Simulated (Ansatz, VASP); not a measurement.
Two plane-wave programs on SiC

The input POSCAR:

```
SiC
1.0
    0.0000000000      2.0717633977      2.2435524377
    2.0717633977      0.0000000000      2.2435524377
    2.0717633977      2.0717633977      0.0000000000
Si C
1 1
Direct
    0.0000000000      0.0000000000      0.0000000000
    0.2500000000      0.2500000000      0.2500000000
```

The input INCAR.step1:

```
PREC     = Accurate       # precision mode
ENCUT    = 520            # plane-wave cutoff, eV
ISMEAR   = 0              # smearing method
SIGMA    = 0.01           # smearing width, eV
LREAL    = F              # projectors in reciprocal space
LASPH    = T              # aspherical terms in the spheres
NELM     = 80             # most SCF steps
NBANDS   = 11             # bands
GGA      = PE             # functional
ALGO     = Normal         # electronic algorithm
EDIFF    = 1E-4           # SCF threshold, eV
LWAVE    = T              # write WAVECAR
LCHARG   = F              # write CHGCAR
```

INCAR.step2

```
PREC     = Accurate       # precision mode
ENCUT    = 520            # plane-wave cutoff, eV
EDIFF    = 1E-6           # SCF threshold, eV
ISMEAR   = 0              # smearing method
SIGMA    = 0.01           # smearing width, eV
LREAL    = F              # projectors in reciprocal space
LASPH    = T              # aspherical terms in the spheres
NELM     = 80             # most SCF steps
ALGO     = Normal         # electronic algorithm
ISIF     = 2              # what is computed and relaxed
LWAVE    = F              # write WAVECAR
LCHARG   = F              # write CHGCAR
METAGGA  = R2SCAN         # meta-GGA
LMIXTAU  = T            
NBANDS   = 11             # bands
ISTART   = 1
```

KPOINTS

```
regular mesh
0
Gamma
  10 10 10
```

Input for Ansatz:

```yaml
crystal:
  lattice:
    - [0.0, 2.0717633977, 2.2435524377]
    - [2.0717633977, 0.0, 2.2435524377]
    - [2.0717633977, 2.0717633977, 0.0]
  atoms:
    - { symbol: Si, position: [0.0, 0.0, 0.0] }
    - { symbol: C, position: [0.25, 0.25, 0.25] }
kpoints:
  mp_grid: { grid: [10, 10, 10] }
  band_path:
    path:
      - [0.0, 0.0, 0.0]
      - [-0.5, -0.5, 0.0]
      - [-0.375, -0.375, 0.25]
      - [-0.375, 0.0, 0.375]
      - [0.0, 0.0, 0.5]
      - [-0.5, -0.25, 0.25]
    npoints: 1
hamiltonian:
  xc: r2scan
scf:
  occupations: { method: fixed }
  n_extra_bands: 4
output:
  forces: true
  stress: true
  eigenvalues: true
```

Change from the starting cell: epitaxial_xy strain -4.9%.

Alike in both runs: task single point; functional r2SCAN; k mesh 10 × 10 × 10; no spin polarisation.

```csv
,VASP,Ansatz
version,VASP 6.6.1,Ansatz 0.2.0
potentials or method,"VASP PAW PBE potentials, release 64 (Si, C)","plane waves, PAW"
plane-wave cutoff (eV),520,500
occupations,"gaussian, width 0.01 eV",fixed
valence electrons in the cell,8,8
```

VASP gave:

| Property | Result |
| --- | --- |
| gap on the k mesh at the Fermi level (eV) | 1.20 |
| pressure (GPa) | 17.6 |
| traceless stress, the component that is largest in VASP (GPa) | -17.93 |

What did Ansatz give for the same quantities?

gap on the k mesh at the Fermi level (eV): 1.19; pressure (GPa): 17.8; traceless stress, the component that is largest in VASP (GPa): -17.85.

VASP's potentials were made for PBE, not for r2SCAN.
